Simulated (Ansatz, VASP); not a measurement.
**One calculation of Te2Pt, two programs**

```
CELL_PARAMETERS angstrom
4.03756 0.00000 0.00000
-2.01878 3.49663 0.00000
0.00000 0.00000 5.17836
ATOMIC_POSITIONS crystal
Te 0.33333 0.66667 0.26092
Te 0.66667 0.33333 0.73908
Pt 0.00000 0.00000 0.00000
```

Alike in both runs: task relaxation of cell and atoms; functional PBEsol; k mesh 12 × 12 × 8; occupations gaussian, width 0.1 eV; no spin polarisation.

|  | VASP | Ansatz |
| --- | --- | --- |
| version | VASP 6.6.1 | Ansatz 0.2.0 |
| potentials or method | VASP PAW PBE potentials, release 64 (Te, Pt), cutoff 500 eV | scalar-relativistic, plane waves, PAW |
| valence electrons in the cell | 22 | 50 |

Ansatz gave:

| Quantity | Value |
| --- | --- |
| gap on the k mesh at the Fermi level, each at its own relaxed structure (eV) | none |
| relaxed volume (Å³/atom) | 24.26 |
| relaxed cell length with the largest relative difference (Å) | 5.137 |

Task: Estimate VASP's values.

Result: gap on the k mesh at the Fermi level, each at its own relaxed structure (eV): none; relaxed volume (Å³/atom): 24.22; relaxed cell length with the largest relative difference (Å): 5.132.

VASP's potentials were made for PBE, not for PBEsol. A gap of «none» marks a metal or a gap that the smearing closes. VASP's potentials hold 22 valence electrons a cell and Ansatz's 50, so a difference there can come from the potentials and not from the codes.

Neither program's run includes spin-orbit coupling.
